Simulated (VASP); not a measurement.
A run of VASP 6.6.1 is set up as follows.

Contents of INCAR:

```
PREC = Accurate ; ENCUT = 600
EDIFF = 1E-6 ; ISMEAR = 0
SIGMA = 0.01 ; LREAL = F
LASPH = T ; NELM = 120
ALGO = Normal ; ISIF = 2
LWAVE = F ; LCHARG = F
GGA = LIBXC ; LIBXC1 = GGA_X_PBE
LIBXC2 = LDA_C_PW ; NBANDS = 30
GGA_COMPAT = F
```

File KPOINTS:

```
regular mesh
0
Gamma
  3 3 3
```

Contents of POSCAR:

```
TiPbO3
1.0
    3.9639000000      0.0000000000      0.0000000000
    0.0000000000      3.9639000000      0.0000000000
    0.0000000000      0.0000000000      3.9639000000
Ti Pb O
1 1 3
Direct
    0.5000000000      0.5000000000      0.5000000000
    0.0000000000      0.0000000000      0.0000000000
    0.0000000000      0.5000000000      0.5000000000
    0.5000000000      0.0000000000      0.5000000000
    0.5000000000      0.5000000000      0.0000000000
```

Potentials or basis: VASP PAW PBE potentials, release 64 (Ti_sv, Pb_d, O).

Launch:

```bash
$ cat potpaw_PBE.64/Ti_sv/POTCAR potpaw_PBE.64/Pb_d/POTCAR potpaw_PBE.64/O/POTCAR > POTCAR
$ mpirun -np 1 vasp_std > vasp.out
```

Task: Estimate the pressure.

Result: 10.4 GPa.

Task: Predict the band gap on the k mesh.

Result: 2.20 eV (least direct gap 2.34 eV).

Caveat: the k points lie up to 0.53 Å⁻¹ apart; the PAW data sets were made with another functional, which shifts forces and pressure a little; spin-orbit coupling is left out, which moves the levels of the heavy elements; an odd mesh through Γ misses points on the zone boundary, where band edges can lie.
